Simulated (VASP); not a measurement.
# Cu in VASP: single point with LDA

Aim: the single point of Cu with LDA.

Everything below comes from runs of VASP 6.6.1. Logs are shortened: lines on timing, memory, paths and dates and some standing lists are left out, and cuts for length are marked.

### Step 1. The cell of the first run

The cell holds a slab with vacuum, 11 atoms: a = 2.556 Å, b = 2.556 Å, c = 32.075 Å, α = 90.00°, β = 90.00°, γ = 90.00°.

### Step 2. Single point, LDA

INCAR

```
ALGO     = Normal         # electronic algorithm
DIPOL    = 0.5 0.5 0.500
EDIFF    = 1E-6           # SCF threshold, eV
ENCUT    = 520            # plane-wave cutoff, eV
IDIPOL   = 3            
ISIF     = 2              # what is computed and relaxed
ISMEAR   = 0              # smearing method
LASPH    = True           # aspherical terms in the spheres
LCHARG   = True           # write CHGCAR
LDIPOL   = True         
LELF     = True           # ELF
LREAL    = False          # projectors in reciprocal space
LVACPOTAV= True         
LVHAR    = True         
LWAVE    = False          # write WAVECAR
NBANDS   = 72             # bands
NELM     = 100            # most SCF steps
PREC     = Accurate       # precision mode
SIGMA    = 0.1            # smearing width, eV
```

KPOINTS

```
k-points
0
Gamma
  15 15 1
```

POSCAR

```
Cu
1.0
    2.5561910000      0.0000000000      0.0000000000
    0.0000000000      2.5561910000      0.0000000000
    0.0000000000      0.0000000000     32.0750000000
Cu
11
Direct
    1.0000000000      0.0000000000      0.2383990000
    0.5000000000      0.5000000000      0.2892430000
    1.0000000000      1.0000000000      0.3422100000
    0.5000000000      0.5000000000      0.3948250000
    0.0000000000      1.0000000000      0.4474280000
    0.5000000000      0.5000000000      0.5000000000
    0.0000000000      1.0000000000      0.5525720000
    0.5000000000      0.5000000000      0.6051750000
    1.0000000000      1.0000000000      0.6577900000
    0.5000000000      0.5000000000      0.7107570000
    1.0000000000      1.0000000000      0.7616010000
```

Potentials or basis: VASP PAW LDA potentials, release 64 (Cu).

Started as:

```sh
$ cat potpaw_LDA.64/Cu/POTCAR > POTCAR
$ mpirun -np 1 vasp_std > vasp.out
```

OUTCAR:

```text
EDIFF = 1E-6
   ENCUT = 520
   ISIF = 2
   ISMEAR = 0
   LASPH = True
   LREAL = False
   NELM = 100
   PREC = Accurate

 ion  position               nearest neighbor table
   1  0.000  0.000  0.238-   2 2.43   2 2.43   2 2.43   2 2.43
   2  0.500  0.500  0.289-   1 2.43   1 2.43   1 2.43   1 2.43   3 2.48   3 2.48   3 2.48   3 2.48

   3  0.000  0.000  0.342-   4 2.47   4 2.47   4 2.47   4 2.47   2 2.48   2 2.48   2 2.48   2 2.48

   4  0.500  0.500  0.395-   5 2.47   5 2.47   5 2.47   5 2.47   3 2.47   3 2.47   3 2.47   3 2.47
[... 9 lines left out ...]
   9  0.000  0.000  0.658-   8 2.47   8 2.47   8 2.47   8 2.47  10 2.48  10 2.48  10 2.48  10 2.48

  10  0.500  0.500  0.711-  11 2.43  11 2.43  11 2.43  11 2.43   9 2.48   9 2.48   9 2.48   9 2.48

  11  0.000  0.000  0.762-  10 2.43  10 2.43  10 2.43  10 2.43

  LATTYP: Found a simple tetragonal cell.
 ALAT       =     2.5561910000
 C/A-ratio  =    12.5479668773

  Lattice vectors:

 A1 = (   2.5561910000,   0.0000000000,   0.0000000000)
 A2 = (   0.0000000000,   2.5561910000,   0.0000000000)
 A3 = (   0.0000000000,   0.0000000000,  32.0750000000)

Analysis of symmetry for initial positions (statically):
=====================================================================
 Subroutine PRICEL returns:
 Original cell was already a primitive cell.

 Routine SETGRP: Setting up the symmetry group for a
 simple tetragonal supercell.

 Subroutine GETGRP returns: Found 16 space group operations
 (whereof 16 operations were pure point group operations)
 out of a pool of 16 trial point group operations.

The static configuration has the point symmetry D_4h.

Analysis of symmetry for dynamics (positions and initial velocities):
=====================================================================
 Subroutine PRICEL returns:
 Original cell was already a primitive cell.

 Routine SETGRP: Setting up the symmetry group for a
 simple tetragonal supercell.

 Subroutine GETGRP returns: Found 16 space group operations
 (whereof 16 operations were pure point group operations)
 out of a pool of 16 trial point group operations.

The dynamic configuration has the point symmetry D_4h.

 Subroutine INISYM returns: Found 16 space group operations
 (whereof 16 operations are pure point group operations),
 and found     1 'primitive' translations

----------------------------------------------------------------------------------------

                                     Primitive cell

  volume of cell :     209.5817

  direct lattice vectors                    reciprocal lattice vectors
[... 121 lines left out ...]
   EFERMI_NEDOS =   21; number of points for ismear=-14 and -15
   IALGO  =     38    algorithm
   IMIX   =      4    mixing-type and parameters
     AMIX     =   0.40;   BMIX     =  1.00
     AMIX_MAG =   1.60;   BMIX_MAG =  1.00
  volume/ion in A,a.u.               =      19.05       128.58
  Fermi-wavevector in a.u.,A,eV,Ry     =   1.363177  2.576031 25.283041  1.858251
  Thomas-Fermi vector in A             =   2.489602
   LORBIT       =      0    0 simple, 1 ext, 2 COOP (PROOUT), +10 PAW based schemes
   GGA     = CA    functional components
   LHFCALC =     F    Hartree Fock is set to
   AEXX    =    0.0000 exact exchange contribution
   IVDW    =     0    specifies the selected vdW correction
   LEPSILON=     F    determine dielectric tensor
   LRPA    =     F    only Hartree local field effects (RPA)
 non-spin polarized calculation
 Gauss-broadening in eV      SIGMA  =   0.10
  energy-cutoff  :      520.00
  volume of cell :      209.58
 maximum number of plane-waves:      5689
 NGX is ok and might be reduce to    20
   NGX =  9   NGY =  9   NGZ =119

 number of electron     120.9999787 magnetization

 dipolmoment           0.000000      0.000000      0.000000 electrons x Angstroem

 Free energy of the ion-electron system (eV)
  ---------------------------------------------------
  ext. energy  EPLUGINS =         0.00000000
  ---------------------------------------------------
  free energy    TOTEN  =       -50.11122312 eV

  energy without entropy =      -50.09170908  energy(sigma->0) =      -50.10146610

 E-fermi :   2.7616     XC(G=0):  -8.4470

 val. band max:        2.7420847423   @ k =   0.4667   0.1333   0.0000
 cond. band min:       2.7915896740   @ k =   0.4667   0.0667   0.0000
 fundamental gap:      0.0495049318
 Fermi energy:         2.7615850381

 k-point     1 :       0.0000    0.0000    0.0000
  band No.  band energies     occupation
      1      -7.0232      2.00000
      2      -6.7082      2.00000
      3      -6.2051      2.00000
      4      -5.5201      2.00000
      5      -4.6778      2.00000
      6      -3.7786      2.00000
[... 1789 lines left out ...]
     71       9.2886      0.00000
     72       9.8513      0.00000

 [... further k-points ...]

------------------------ aborting loop because EDIFF is reached ----------------------------------------

  FORCE on cell =-STRESS in cart. coord.  units (eV):
  Direction    XX          YY          ZZ          XY          YZ          ZX
  --------------------------------------------------------------------------------------
  -------------------------------------------------------------------------------------
  Total       -3.5268446     -3.5268446      0.5561094      0.0000000     -0.0000000      0.0000000
  in kB      -26.9614744    -26.9614744      4.2512591      0.0000000     -0.0000000      0.0000000
  external PRESSURE =     -16.5572299 kB  Pullay stress =       0.0000000 kB

 VOLUME and BASIS-vectors are now :
 -----------------------------------------------------------------------------
  energy-cutoff  :      520.00
  volume of cell :      209.58
      direct lattice vectors                 reciprocal lattice vectors
     2.556191000  0.000000000  0.000000000     0.391207073  0.000000000  0.000000000
     0.000000000  2.556191000  0.000000000     0.000000000  0.391207073  0.000000000
     0.000000000  0.000000000 32.075000000     0.000000000  0.000000000  0.031176929

 POSITION                                       TOTAL-FORCE (eV/Angst)
 -----------------------------------------------------------------------------------
      0.00000      0.00000      7.64665         0.000000     -0.000000     -0.043425
      1.27810      1.27810      9.27747        -0.000000      0.000000      0.005521
      0.00000      0.00000     10.97639        -0.000000      0.000000      0.005251
      1.27810      1.27810     12.66401         0.000000     -0.000000     -0.002750
      0.00000      0.00000     14.35125        -0.000000      0.000000      0.001544
      1.27810      1.27810     16.03750        -0.000000      0.000000      0.000000
      0.00000      0.00000     17.72375        -0.000000      0.000000     -0.001544
      1.27810      1.27810     19.41099         0.000000     -0.000000      0.002750
      0.00000      0.00000     21.09861         0.000000      0.000000     -0.005251
      1.27810      1.27810     22.79753        -0.000000      0.000000     -0.005521
      0.00000      0.00000     24.42835        -0.000000     -0.000000      0.043425
 -----------------------------------------------------------------------------------
    total drift:                               -0.000000      0.000000      0.000000

  FREE ENERGIE OF THE ION-ELECTRON SYSTEM (eV)
  ---------------------------------------------------
  free  energy   TOTEN  =       -50.1112231207 eV

  energy  without entropy=      -50.0917090770  energy(sigma->0) =      -50.10146610

 vacuum level on the upper side and lower side of the slab         7.588         7.588
```

OSZICAR:

```text
N       E                     dE             d eps       ncg     rms          rms(c)
DAV:   1     0.121524180694E+04    0.12152E+04   -0.52985E+04  5192   0.267E+03
DAV:   2     0.138102453769E+03   -0.10771E+04   -0.10480E+04  5184   0.531E+02
DAV:   3    -0.511906739330E+02   -0.18929E+03   -0.17797E+03  5272   0.262E+02
[... 21 lines left out ...]
DAV:  25    -0.501112159250E+02   -0.13260E-04   -0.33010E-06  4256   0.227E-02    0.252E-03
DAV:  26    -0.501112175357E+02   -0.16106E-05   -0.68808E-07  3376   0.131E-02    0.775E-04
DAV:  27    -0.501112209591E+02   -0.34234E-05   -0.17719E-07  3160   0.578E-03    0.508E-04
DAV:  28    -0.501112228911E+02   -0.19320E-05   -0.10005E-07  3160   0.408E-03    0.304E-04
DAV:  29    -0.501112231207E+02   -0.22955E-06   -0.25811E-08  3064   0.204E-03
   1 F= -.50111223E+02 E0= -.50101466E+02  d E =-.195140E-01
```

stdout:

```text
POSCAR found type information on POSCAR Cu
 POSCAR found :  1 types and      11 ions
 scaLAPACK will be used
 LDA part: xc-table for (Slater(with rela. corr.)+CA(PZ))
 , standard interpolation
 POSCAR, INCAR and KPOINTS ok, starting setup
 FFT: planning ... GRIDC
 FFT: planning ... GRID_SOFT
 FFT: planning ... GRID
 WAVECAR not read
 entering main loop
 -----------------------------------------------------------------------------
|                                                                             |
|           W    W    AA    RRRRR   N    N  II  N    N   GGGG   !!!           |
|           W    W   A  A   R    R  NN   N  II  NN   N  G    G  !!!           |
|           W    W  A    A  R    R  N N  N  II  N N  N  G       !!!           |
|           W WW W  AAAAAA  RRRRR   N  N N  II  N  N N  G  GGG   !            |
|           WW  WW  A    A  R   R   N   NN  II  N   NN  G    G                |
|           W    W  A    A  R    R  N    N  II  N    N   GGGG   !!!           |
|                                                                             |
|     Did not find any points to average over, which means that no vacuum     |
|     field-free region was found. Please increase the size of  your cell     |
|     in the dimension of the dipole correction to obtain accurate            |
|     workfunction values.                                                    |
|                                                                             |
 -----------------------------------------------------------------------------
```

Run time: 32 min. Hardware: 1 thread of Intel Xeon Platinum 8259CL at 2.50GHz (Skylake/Cascade Lake), shared host; peak memory 0.46 GiB.

Results:

```yaml
Free_energy: -50.1112 eV
Largest_force: 0.043 eV/Å
Band_gap_on_the_k_mesh: zero (an odd number of electrons rules out a gap without spin polarisation)
```

Forces on the atoms (eV/Å):
```
Cu   0.000  0.000 -0.043
Cu   0.000  0.000  0.006
Cu   0.000  0.000  0.005
Cu   0.000  0.000 -0.003
Cu   0.000  0.000  0.002
Cu   0.000  0.000  0.000
Cu   0.000  0.000 -0.002
Cu   0.000  0.000  0.003
Cu   0.000  0.000 -0.005
Cu   0.000  0.000 -0.006
Cu   0.000  0.000  0.043
```

Levels at points of the mesh, in eV from the Fermi level:
```tsv
k point	band 59	band 60	band 61	band 62	band 63	band 64
(0.00, 0.00, 0.00)	-1.60	-1.58	-1.58	-1.56	-1.56	-0.72
```
